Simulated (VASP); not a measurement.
# Bi (I4/mmm) in VASP: further runs, part 2 of 2

VASP 6.6.1.

## 3. Single point, PBE+D3(BJ) (strain -0.080 along x and y, +0.000 along z)

File INCAR:

```
SYSTEM = Bi
ALGO = Normal
EDIFF = 1E-7
ENCUT = 520
GGA = PE
ISIF = 2
ISMEAR = 0
IVDW = 12
LASPH = .True.
LCHARG = .True.
LELF = .True.
LREAL = .False.
LVHAR = .True.
LWAVE = .False.
NBANDS = 14
NELM = 60
PREC = Accurate
SIGMA = 0.05
```

File KPOINTS:

```
k-points
0
Gamma
  10 10 10
  0 0 0
```

File POSCAR:

```
Bi
1.0
   -3.9168834400      3.9168834400      1.4305640000
    3.9168834400     -3.9168834400      1.4305640000
    3.9168834400      3.9168834400     -1.4305640000
Bi
1
Direct
    0.0000000000      0.0000000000      0.0000000000
```

Potentials or basis: VASP PAW PBE potentials, release 64 (Bi_d).

Started as:

```
$ cat potpaw_PBE.64/Bi_d/POTCAR > POTCAR
$ mpirun -np 1 vasp_std > vasp.out
```

It took 3.6 min on 1 thread of Intel Xeon 6975P-C (Granite Rapids), shared host; peak memory 0.38 GiB.

The run converged. Its results:

| Property | Result |
| --- | --- |
| Free energy | -2.8631 eV |
| Pressure | -0.7 GPa |
| Dispersion energy per atom | -0.153 eV |

Stress tensor (GPa, compression positive):
```
-0.79  0.00  0.00
 0.00 -0.79  0.00
 0.00  0.00 -0.44
```

Levels at points of the mesh, in eV from the Fermi level:
```tsv
k point	band 5	band 6	band 7	band 8	band 9	band 10	band 11	band 12
(0.00, 0.00, 0.00)	-22.58	-11.91	-1.36	-1.36	2.70	4.63	7.92	8.53
(0.50, 0.00, 0.00)	-22.40	-8.21	-3.95	1.74	1.77	5.88	6.17	8.30
(0.50, 0.50, 0.00)	-22.58	-11.89	-1.98	-1.29	3.93	5.42	6.08	8.36
(0.50, 0.50, 0.50)	-22.58	-11.87	-1.87	-1.87	3.78	7.29	7.29	8.19
```

Caveat: the cell differs from its parent crystal (strain -0.080 along x and y, +0.000 along z); spin-orbit coupling is left out, which moves the levels of the heavy elements; pairwise dispersion overbinds metals, which lowers pressure and volume.

## 4. Single point, PBE+D3(BJ) (strain -0.040 along x and y, -0.080 along z)

File INCAR:

```
SYSTEM = Bi
  ALGO = Fast
  EDIFF = 1E-6
  ENCUT = 520
  GGA = PE
  ISIF = 2
  ISMEAR = 0
  IVDW = 12
  LASPH = .TRUE.
  LCHARG = .FALSE.
  LREAL = .FALSE.
  LWAVE = .FALSE.
  NBANDS = 14
  NELM = 100
  PREC = Accurate
  SIGMA = 0.05
```

File KPOINTS:

```
k-points
0
G
  10 10 10
  0 0 0
```

File POSCAR:

```
Bi
1.0
   -4.0871827200      4.0871827200      1.3161188800
    4.0871827200     -4.0871827200      1.3161188800
    4.0871827200      4.0871827200     -1.3161188800
Bi
1
Direct
    0.0000000000      0.0000000000      0.0000000000
```

Potentials or basis: VASP PAW PBE potentials, release 64 (Bi_d).

Started as:

```
$ cat potpaw_PBE.64/Bi_d/POTCAR > POTCAR
$ mpirun -np 1 vasp_std > vasp.out
```

OUTCAR:

```text
SYSTEM = Bi
   EDIFF = 1E-6
   ENCUT = 520
   GGA = PE
   ISIF = 2
   ISMEAR = 0
   IVDW = 12
   LASPH = .TRUE.
   LREAL = .FALSE.
   NELM = 100
   PREC = Accurate
 IVDW          = 12

 ion  position               nearest neighbor table
   1  0.000  0.000  0.000-

  LATTYP: Found a body centered tetragonal cell.
 ALAT       =     8.1743654400
 C/A-ratio  =     0.3220112655

  Lattice vectors:

 A1 = (  -4.0871827200,   4.0871827200,   1.3161188800)
 A2 = (   4.0871827200,  -4.0871827200,   1.3161188800)
 A3 = (   4.0871827200,   4.0871827200,  -1.3161188800)

[... 591 lines left out ...]
------------------------ aborting loop because EDIFF is reached ----------------------------------------

 Edisp (eV)   -0.15074

 E8    (eV) :    -0.0698

  FORCE on cell =-STRESS in cart. coord.  units (eV):
  Direction    XX          YY          ZZ          XY          YZ          ZX
  --------------------------------------------------------------------------------------
  -------------------------------------------------------------------------------------
  Total      -0.40708    -0.40708     5.71307     0.00000     0.00000     0.00000
  in kB      -7.41633    -7.41633   104.08234     0.00000     0.00000     0.00000
  external pressure =       29.75 kB  Pullay stress =        0.00 kB

 VOLUME and BASIS-vectors are now :
 -----------------------------------------------------------------------------
  energy-cutoff  :      520.00
  volume of cell :       87.94
      direct lattice vectors                 reciprocal lattice vectors
    -4.087182720  4.087182720  1.316118880     0.000000000  0.122333655  0.379904891
     4.087182720 -4.087182720  1.316118880     0.122333655  0.000000000  0.379904891
     4.087182720  4.087182720 -1.316118880     0.122333655  0.122333655  0.000000000

 POSITION                                       TOTAL-FORCE (eV/Angst)
 -----------------------------------------------------------------------------------
      0.00000      0.00000      0.00000        -0.000000     -0.000000     -0.000000
 -----------------------------------------------------------------------------------
    total drift:                               -0.000000      0.000000      0.000000

  FREE ENERGIE OF THE ION-ELECTRON SYSTEM (eV)
  ---------------------------------------------------
  free  energy   TOTEN  =        -2.6589444265 eV

  energy  without entropy=       -2.6570810832  energy(sigma->0) =       -2.65801275
```

stdout:

```text
POSCAR found type information on POSCAR Bi
 POSCAR found :  1 types and       1 ions
 scaLAPACK will be used
 LDA part: xc-table for (Slater+PW92), standard interpolation
 POSCAR, INCAR and KPOINTS ok, starting setup
 FFT: planning ... GRIDC
 FFT: planning ... GRID_SOFT
 FFT: planning ... GRID
 WAVECAR not read
 entering main loop
```

It took 3.3 min on 1 thread of Intel Xeon 6975P-C (Granite Rapids), shared host; peak memory 0.38 GiB.

Results:

* Free energy: -2.6589 eV
* Pressure: 3.0 GPa
* Dispersion energy per atom: -0.151 eV

Stress tensor (GPa, compression positive):
```
-0.74  0.00  0.00
 0.00 -0.74  0.00
 0.00  0.00 10.41
```

Caveat: the cell differs from its parent crystal (strain -0.040 along x and y, -0.080 along z); spin-orbit coupling is left out, which moves the levels of the heavy elements; pairwise dispersion overbinds metals, which lowers pressure and volume.

## 5. Single point, PBE+D3(BJ) (strain -0.080 along x and y, +0.080 along z)

File INCAR:

```
  PREC = Accurate
  ENCUT = 520
  EDIFF = 1E-7
  ISMEAR = 0
  SIGMA = 0.05
  LREAL = F
  LASPH = T
  NELM = 60
  ALGO = Normal
  ISIF = 2
  LWAVE = F
  LCHARG = F
  GGA = PE
  IVDW = 12
  NBANDS = 14
```

File KPOINTS:

```
regular mesh
0
Gamma
  10 10 10
```

File POSCAR:

```
Bi
1.0
   -3.9168834400      3.9168834400      1.5450091200
    3.9168834400     -3.9168834400      1.5450091200
    3.9168834400      3.9168834400     -1.5450091200
Bi
1
Direct
    0.0000000000      0.0000000000      0.0000000000
```

Started as:

```
$ cat potpaw_PBE.64/Bi_d/POTCAR > POTCAR
$ mpirun -np 1 vasp_std > vasp.out
```

Wall time 3.1 min (1 thread of Intel Xeon 6975P-C (Granite Rapids), shared host); peak memory 0.39 GiB.

Results (log left out):

```
Free energy                : -2.7774 eV
Pressure                   : -1.5 GPa
Dispersion energy per atom : -0.141 eV
```

Stress tensor (GPa, compression positive):
```
-0.42  0.00  0.00
 0.00 -0.42  0.00
 0.00  0.00 -3.73
```

Levels at points of the mesh, in eV from the Fermi level:
| k point | band 5 | band 6 | band 7 | band 8 | band 9 | band 10 | band 11 | band 12 |
| --- | --- | --- | --- | --- | --- | --- | --- | --- |
| (0.00, 0.00, 0.00) | -22.20 | -10.99 | -0.70 | -0.70 | 2.94 | 4.92 | 6.96 | 8.28 |
| (0.50, 0.00, 0.00) | -22.06 | -8.48 | -2.85 | 1.50 | 1.52 | 5.72 | 6.09 | 8.10 |
| (0.50, 0.50, 0.00) | -22.20 | -10.96 | -1.40 | -0.63 | 4.22 | 5.69 | 6.36 | 6.92 |
| (0.50, 0.50, 0.50) | -22.20 | -10.94 | -1.27 | -1.27 | 3.99 | 6.88 | 7.66 | 7.66 |

Caveat: the cell differs from its parent crystal (strain -0.080 along x and y, +0.080 along z); spin-orbit coupling is left out, which moves the levels of the heavy elements; pairwise dispersion overbinds metals, which lowers pressure and volume.

## 6. Single point, PBE+D3(BJ) (strain +0.000 along x and y, -0.080 along z)

File INCAR:

```
SYSTEM = Bi
PREC = Accurate
ENCUT = 520
EDIFF = 1E-6
ISMEAR = 0
SIGMA = 0.05
LREAL = .False.
LASPH = .True.
NELM = 80
ALGO = Normal
ISIF = 2
LWAVE = .False.
LCHARG = .True.
GGA = PE
IVDW = 12
LELF = .True.
LVHAR = .True.
NBANDS = 14
```

File KPOINTS:

```
regular mesh
0
Gamma
  10 10 10
  0 0 0
```

File POSCAR:

```
Bi
1.0
   -4.2574820000      4.2574820000      1.3161188800
    4.2574820000     -4.2574820000      1.3161188800
    4.2574820000      4.2574820000     -1.3161188800
Bi
1
Direct
    0.0000000000      0.0000000000      0.0000000000
```

Potentials or basis: VASP PAW PBE potentials, release 64 (Bi_d).

Started as:

```
$ cat potpaw_PBE.64/Bi_d/POTCAR > POTCAR
$ mpirun -np 1 vasp_std > vasp.out
```

Wall time 3.3 min (1 thread of Intel Xeon 6975P-C (Granite Rapids), shared host); peak memory 0.38 GiB.

The run converged. Its results:

```yaml
Free_energy: -2.6299 eV
Pressure: 2.8 GPa
Dispersion_energy_per_atom: -0.136 eV
```

Stress tensor (GPa, compression positive):
```
-0.56  0.00  0.00
 0.00 -0.56  0.00
 0.00  0.00  9.62
```

Levels at points of the mesh, in eV from the Fermi level:
| k point | band 4 | band 5 | band 6 | band 7 | band 8 | band 9 | band 10 | band 11 | band 12 | band 13 |
| --- | --- | --- | --- | --- | --- | --- | --- | --- | --- | --- |
| (0.00, 0.00, 0.00) | -22.67 | -22.67 | -12.77 | -2.14 | -2.14 | 2.48 | 4.30 | 6.81 | 7.52 | 7.52 |
| (0.50, 0.00, 0.00) | -22.81 | -22.35 | -7.42 | -4.78 | 2.24 | 2.25 | 6.35 | 6.49 | 8.44 | 9.56 |
| (0.50, 0.50, 0.00) | -22.67 | -22.67 | -12.76 | -2.44 | -2.11 | 3.51 | 4.66 | 5.45 | 7.17 | 7.46 |
| (0.50, 0.50, 0.50) | -22.67 | -22.67 | -12.76 | -2.40 | -2.40 | 3.64 | 6.05 | 6.05 | 6.55 | 7.79 |

Caveat: the cell differs from its parent crystal (strain +0.000 along x and y, -0.080 along z); spin-orbit coupling is left out, which moves the levels of the heavy elements; pairwise dispersion overbinds metals, which lowers pressure and volume.

## 7. Overview

```csv
cell,gap on the mesh (eV),pressure (GPa)
"a = 5.707 Å, angles 93.3, 93.3, 152.2°, 1 atom",none,0.4
"a = 5.721 Å, angles 93.6, 93.6, 151.0°, 1 atom",none,-0.7
"a = 5.928 Å, angles 92.8, 92.8, 154.3°, 1 atom",none,3.0
"a = 5.751 Å, angles 94.1, 94.1, 148.8°, 1 atom",none,-1.5
"a = 6.163 Å, angles 92.6, 92.6, 155.3°, 1 atom",none,2.8
```

Alike in all rows: task single point; level PBE+D3(BJ); potentials or basis VASP PAW PBE potentials, release 64 (Bi_d); no spin polarisation; k mesh 10 × 10 × 10; cutoff (eV) 520; smearing gaussian 0.05 eV.

Caveats: spin-orbit coupling is left out, which moves the levels of the heavy elements; pairwise dispersion overbinds metals, which lowers pressure and volume.

Total energies depend on the potentials used, so only differences within one code and one set of settings carry meaning.
